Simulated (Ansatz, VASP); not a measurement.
## TiO2 in VASP and in Ansatz

INCAR

```
ALGO = Normal
EDIFF = 1E-6
ENCUT = 520
GGA = PE
ISIF = 2
ISMEAR = 0
IVDW = 12
LASPH = True
LCHARG = False
LDAU = True
LDAUJ = 0 0
LDAUL = 2 -1
LDAUPRINT = 1
LDAUTYPE = 2
LDAUU = 4 0
LMAXMIX = 4
LREAL = False
LWAVE = False
NBANDS = 19
NELM = 150
PREC = Accurate
SIGMA = 0.05
```

File KPOINTS:

```
k-points
0
Gamma
  9 9 9
```

Contents of POSCAR:

```
TiO2
1.0
    1.4338500000      0.8278336835      3.8378333333
   -1.4338500000      0.8278336835      3.8378333333
    0.0000000000     -1.6556673670      3.8378333333
Ti O
1 2
Direct
    0.0000000000      0.0000000000      0.0000000000
    0.6017580785      0.6017580785      0.6017580785
    0.3982419215      0.3982419215      0.3982419215
```

Input for Ansatz:

```yaml
crystal:
  lattice:
    - [1.43385, 0.8278336835, 3.8378333333]
    - [-1.43385, 0.8278336835, 3.8378333333]
    - [0.0, -1.655667367, 3.8378333333]
  atoms:
    - { symbol: Ti, position: [0.0, 0.0, 0.0] }
    - { symbol: O, position: [0.6017580785, 0.6017580785, 0.6017580785] }
    - { symbol: O, position: [0.3982419215, 0.3982419215, 0.3982419215] }
basis:
  ecutwfc: 520.0
kpoints:
  mp_grid: { grid: [9, 9, 9] }
hamiltonian:
  xc: pbe
  pseudopotentials: { kind: paw, azcp: { folder: soft_1 } }
  dispersion: d3bj
  hubbard: { sites: [{ species: Ti, l: d, u_eff: 4.0 }] }
scf:
  occupations: { method: gaussian, width: 0.05 }
output:
  forces: true
  stress: true
  eigenvalues: true
```

Alike in both runs: task single point; functional PBE; dispersion D3(BJ); k mesh 9 × 9 × 9; occupations gaussian, width 0.05 eV; no spin polarisation; Hubbard terms Ti d U = 4.0 eV.

```csv
,VASP,Ansatz
version,VASP 6.6.1,Ansatz 0.2.0
potentials or method,"VASP PAW PBE potentials, release 64 (Ti_sv, O), cutoff 520 eV","scalar-relativistic, plane waves, PAW"
valence electrons in the cell,24,24
```

```tsv
	VASP	Ansatz	Ansatz less VASP
gap on the k mesh at the Fermi level (eV)	3.04	3.04	-0.007
least direct gap on the mesh (eV)	3.66	3.66	-0.001
rms of the force components (eV/Å)	3.095	2.852	-0.2425
```

The programs project onto different local orbitals, so the same U acts differently, and such runs can settle in different states. Atom by atom the forces differ by 0.242 eV/Å (rms over components).
